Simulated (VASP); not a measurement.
# Zn (C2/m) in VASP: single point with r2SCAN

Aim: the single point of Zn with r2SCAN.

Program: VASP 6.6.1. These are calculated values, not measurements. Logs are shortened: lines on timing, memory, paths and dates and some standing lists are left out, and cuts for length are marked.

### Step 1. The cell of the first run

The typed cell holds 3 atoms: a = 2.591 Å, b = 2.591 Å, c = 7.703 Å, α = 99.71°, β = 99.71°, γ = 59.96°.

### Step 2. Single point, r2SCAN

The input, POSCAR:

```
Zn
1.0
    2.2439043754     -1.2945359961      0.0112746715
    2.2439043754      1.2945359961      0.0112746715
   -1.5383986839      0.0000000000      7.5476180371
Zn
3
Direct
    0.0000000000      0.0000000000      0.0000000000
    0.2215984713      0.2215984713      0.6649658048
    0.7784015287      0.7784015287      0.3350341952
```

The input, INCAR.step1:

```
PREC = Accurate ; ENCUT = 520
ISMEAR = 0 ; SIGMA = 0.1
LREAL = F ; LASPH = T
NELM = 80 ; NBANDS = 25
GGA = PE ; ALGO = Normal
EDIFF = 1E-4 ; LWAVE = T
LCHARG = F
```

The input, INCAR.step2:

```
PREC = Accurate ; ENCUT = 520
EDIFF = 1E-6 ; ISMEAR = 0
SIGMA = 0.1 ; LREAL = F
LASPH = T ; NELM = 80
ALGO = Normal ; ISIF = 2
LWAVE = F ; LCHARG = F
METAGGA = R2SCAN ; LMIXTAU = T
NBANDS = 25 ; ISTART = 1
```

The input, KPOINTS:

```
regular mesh
0
Gamma
  18 18 6
```

Potentials or basis: VASP PAW PBE potentials, release 64 (Zn).

Launch:

```console
cat potpaw_PBE.64/Zn/POTCAR > POTCAR
cp INCAR.step1 INCAR
mpirun -np 1 vasp_std > vasp.out
cp INCAR.step2 INCAR
mpirun -np 1 vasp_std > vasp.out
```

OUTCAR:

```text
PREC = Accurate
   ENCUT = 520
   EDIFF = 1E-6
   ISMEAR = 0
   LREAL = F
   LASPH = T
   NELM = 80
   ISIF = 2
   METAGGA = R2SCAN
   ISTART = 1

 ion  position               nearest neighbor table
   1  0.000  0.000  0.000-   3 2.94   3 2.94   2 2.94   2 2.94   2 2.94   3 2.94
   2  0.222  0.222  0.665-   3 2.91   3 2.91   3 2.91   1 2.94   1 2.94   1 2.94
   3  0.778  0.778  0.335-   2 2.91   2 2.91   2 2.91   1 2.94   1 2.94   1 2.94

  LATTYP: Found a base centered monoclinic cell.
 ALAT       =     4.4878654009
 B/A-ratio  =     0.5769050007
 C/A-ratio  =     1.7163628029
 COS(beta)  =    -0.1947934687

  Lattice vectors:

 A1 = (   2.2439043754,  -1.2945359961,   0.0112746715)
 A2 = (   2.2439043754,   1.2945359961,   0.0112746715)
 A3 = (  -1.5383986839,   0.0000000000,   7.5476180371)

Analysis of symmetry for initial positions (statically):
=====================================================================
 Subroutine PRICEL returns:
 Original cell was already a primitive cell.

 Routine SETGRP: Setting up the symmetry group for a
 base centered monoclinic supercell.

 Subroutine GETGRP returns: Found  4 space group operations
 (whereof  4 operations were pure point group operations)
 out of a pool of  4 trial point group operations.

The static configuration has the point symmetry C_2h.

Analysis of symmetry for dynamics (positions and initial velocities):
=====================================================================
 Subroutine PRICEL returns:
 Original cell was already a primitive cell.

 Routine SETGRP: Setting up the symmetry group for a
 base centered monoclinic supercell.

 Subroutine GETGRP returns: Found  4 space group operations
 (whereof  4 operations were pure point group operations)
 out of a pool of  4 trial point group operations.

The dynamic configuration has the point symmetry C_2h.

 Subroutine INISYM returns: Found  4 space group operations
 (whereof  4 operations are pure point group operations),
 and found     1 'primitive' translations

----------------------------------------------------------------------------------------

                                     Primitive cell

  volume of cell :      43.8938

  direct lattice vectors                    reciprocal lattice vectors
     2.243904375 -1.294535996  0.011274671     0.222597924 -0.386238777  0.045371182
     2.243904375  1.294535996  0.011274671     0.222597924  0.386238777  0.045371182
    -1.538398684  0.000000000  7.547618037    -0.000665036  0.000000000  0.132356580

  length of vectors
[... 83 lines left out ...]
   NELM   =     80;   NELMIN=  2; NELMDL=  0     # of ELM steps
   EDIFF  = 0.1E-05   stopping-criterion for ELM
   LREAL  =      F    real-space projection
   EDIFFG = 0.1E-04   stopping-criterion for IOM
   NSW    =      0    number of steps for IOM
   IBRION =     -1    ionic relax: 0-MD 1-quasi-New 2-CG
   NFREE  =      0    steps in history (QN), initial steepest desc. (CG)
   ISIF   =      2    stress and relaxation
   ISYM   =      2    0-nonsym 1-usesym 2-fastsym
   POTIM  = 0.5000    time-step for ionic-motion
   TEBEG  =    0.0;   TEEND  =   0.0 temperature during run
   PSTRESS=    0.0 pullay stress
   NELECT =      36.0000    total number of electrons
   NUPDOWN=      -1.0000    fix difference up-down
   EMIN   =  10.00;   EMAX   =-10.00  energy-range for DOS
   EFERMI =   0.00;   METHOD = LEGACY
   ISMEAR =     0;   SIGMA  =   0.10  broadening in eV -4-tet -1-fermi 0-gaus
   EFERMI_NEDOS =   21; number of points for ismear=-14 and -15
   IALGO  =     38    algorithm
   IMIX   =      4    mixing-type and parameters
     AMIX     =   0.40;   BMIX     =  1.00
     AMIX_MAG =   1.60;   BMIX_MAG =  1.00
  volume/ion in A,a.u.               =      14.63        98.74
  Fermi-wavevector in a.u.,A,eV,Ry     =   1.532409  2.895833 31.950252  2.348277
  Thomas-Fermi vector in A             =   2.639619
   LORBIT       =      0    0 simple, 1 ext, 2 COOP (PROOUT), +10 PAW based schemes
   METAGGA = R2SCAN    functional components
   LHFCALC =     F    Hartree Fock is set to
   AEXX    =    0.0000 exact exchange contribution
   IVDW    =     0    specifies the selected vdW correction
   LEPSILON=     F    determine dielectric tensor
   LRPA    =     F    only Hartree local field effects (RPA)
 non-spin polarized calculation
 Gauss-broadening in eV      SIGMA  =   0.10
  energy-cutoff  :      520.00
  volume of cell :       43.89
 maximum number of plane-waves:      1196
   NGX =  9   NGY =  9   NGZ = 29

 number of electron      36.0000011 magnetization

 Free energy of the ion-electron system (eV)
  ---------------------------------------------------
  ext. energy  EPLUGINS =         0.00000000
  ---------------------------------------------------
  free energy    TOTEN  =       -26.68717924 eV

  energy without entropy =      -26.68439599  energy(sigma->0) =      -26.68578761

 E-fermi :   3.1461     XC(G=0): -12.8365

 val. band max:        3.1434284409   @ k =  -0.1111  -0.2222   0.3333
 cond. band min:       3.1495925430   @ k =  -0.2222   0.2222   0.5000
 fundamental gap:      0.0061641021
 Fermi energy:         3.1460979119

 k-point     1 :       0.0000    0.0000    0.0000
  band No.  band energies     occupation
      1      -7.9388      2.00000
      2      -6.2355      2.00000
      3      -6.2189      2.00000
      4      -5.1814      2.00000
      5      -4.8681      2.00000
      6      -4.8648      2.00000
[... 661 lines left out ...]
     24      16.5478      0.00000
     25      17.1757      0.00000

 [... further k-points ...]

------------------------ aborting loop because EDIFF is reached ----------------------------------------

  FORCE on cell =-STRESS in cart. coord.  units (eV):
  Direction    XX          YY          ZZ          XY          YZ          ZX
  --------------------------------------------------------------------------------------
  -------------------------------------------------------------------------------------
  Total        0.1731294      0.1532648      0.0838776      0.0000000      0.0000000     -0.0099785
  in kB        6.3194367      5.5943558      3.0616362      0.0000000      0.0000000     -0.3642260
  external PRESSURE =       4.9918096 kB  Pullay stress =       0.0000000 kB

 VOLUME and BASIS-vectors are now :
 -----------------------------------------------------------------------------
  energy-cutoff  :      520.00
  volume of cell :       43.89
      direct lattice vectors                 reciprocal lattice vectors
     2.243904375 -1.294535996  0.011274671     0.222597924 -0.386238777  0.045371182
     2.243904375  1.294535996  0.011274671     0.222597924  0.386238777  0.045371182
    -1.538398684  0.000000000  7.547618037    -0.000665036  0.000000000  0.132356580

 POSITION                                       TOTAL-FORCE (eV/Angst)
 -----------------------------------------------------------------------------------
      0.00000      0.00000      0.00000         0.000000      0.000000      0.000000
     -0.02849      0.00000      5.02390         0.016428      0.000000      0.007410
      2.97790      0.00000      2.54626        -0.016428      0.000000     -0.007410
 -----------------------------------------------------------------------------------
    total drift:                               -0.000000      0.000000      0.000000

  FREE ENERGIE OF THE ION-ELECTRON SYSTEM (eV)
  ---------------------------------------------------
  free  energy   TOTEN  =       -26.6871792446 eV

  energy  without entropy=      -26.6843959850  energy(sigma->0) =      -26.68578761
```

OUTCAR.step1:

```text
PREC = Accurate
   ENCUT = 520
   ISMEAR = 0
   LREAL = F
[... 900 lines left out ...]
      0.00000      0.00000      0.00000        -0.000000      0.000000     -0.000000
     -0.02849      0.00000      5.02390         0.000818     -0.000000      0.013588
      2.97790      0.00000      2.54626        -0.000818     -0.000000     -0.013588
 -----------------------------------------------------------------------------------
    total drift:                               -0.000000      0.000000      0.000000

  FREE ENERGIE OF THE ION-ELECTRON SYSTEM (eV)
  ---------------------------------------------------
  free  energy   TOTEN  =        -3.2825321245 eV

  energy  without entropy=       -3.2796717376  energy(sigma->0) =       -3.28110193
```

Wall time 21 min (1 thread of Intel Xeon Platinum 8259CL at 2.50GHz (Skylake/Cascade Lake), shared host); peak memory 0.5 GiB.

What came out:

```
Free energy            : -26.6872 eV
Pressure               : 0.5 GPa
Largest force          : 0.018 eV/Å
Band gap on the k mesh : zero (band 18 reaches 5.10 eV, above the bottom of band 19 at -0.40 eV)
```

Forces in eV/Å, atoms in the order of the input:
```
Zn   0.000  0.000  0.000
Zn   0.016  0.000  0.007
Zn  -0.016  0.000 -0.007
```

Levels at points of the mesh, in eV from the Fermi level:
```csv
k point,band 16,band 17,band 18,band 19,band 20,band 21
"(0.00, 0.00, 0.00)",-7.40,-7.23,-7.18,1.14,1.23,13.20
"(0.50, 0.00, 0.00)",-2.82,-2.01,-1.58,0.98,1.40,2.29
"(0.50, 0.50, 0.00)",-2.51,-2.33,-1.72,0.24,2.19,3.76
"(0.00, 0.00, 0.50)",-7.36,-7.36,-4.07,-3.55,7.34,7.47
"(0.50, 0.00, 0.50)",-2.50,-2.33,-1.71,0.25,2.19,3.76
"(0.50, 0.50, 0.50)",-2.83,-2.03,-1.58,0.98,1.38,2.27
```

Caveat: the PAW data sets were made with another functional, which shifts forces and pressure a little.
